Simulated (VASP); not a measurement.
A run of VASP 6.6.1 is set up as follows.

The input POSCAR:

```
HfZn
1.0
    3.2751048400      0.0000000000      0.0000000000
    0.0000000000      3.2751048400      0.0000000000
    0.0000000000      0.0000000000      3.2751048400
Hf Zn
1 1
Direct
    0.5000000000      0.5000000000      0.5000000000
    0.0000000000      0.0000000000      0.0000000000
```

The input INCAR.step1:

```
PREC = Accurate
ENCUT = 520
ISMEAR = 0
SIGMA = 0.15
LREAL = False
LASPH = True
NELM = 80
NBANDS = 18
GGA = PE
ALGO = Normal
EDIFF = 1E-4
LWAVE = True
LCHARG = False
```

Contents of INCAR.step2:

```
PREC = Accurate
ENCUT = 520
EDIFF = 1E-6
ISMEAR = 0
SIGMA = 0.15
LREAL = False
LASPH = True
NELM = 80
ALGO = Normal
ISIF = 2
LWAVE = False
LCHARG = False
METAGGA = R2SCAN
LMIXTAU = True
NBANDS = 18
ISTART = 1
```

Contents of KPOINTS:

```
Automatic mesh
0
Gamma
  7 7 7
```

Potentials or basis: VASP PAW PBE potentials, release 64 (Hf_pv, Zn).

Launch:

```sh
$ cat potpaw_PBE.64/Hf_pv/POTCAR potpaw_PBE.64/Zn/POTCAR > POTCAR
$ cp INCAR.step1 INCAR
$ mpirun -np 1 vasp_std > vasp.out
$ cp INCAR.step2 INCAR
$ mpirun -np 1 vasp_std > vasp.out
```

Estimate the pressure.

0.0 GPa.

Caveat: the PAW data sets were made with another functional, which shifts forces and pressure a little.
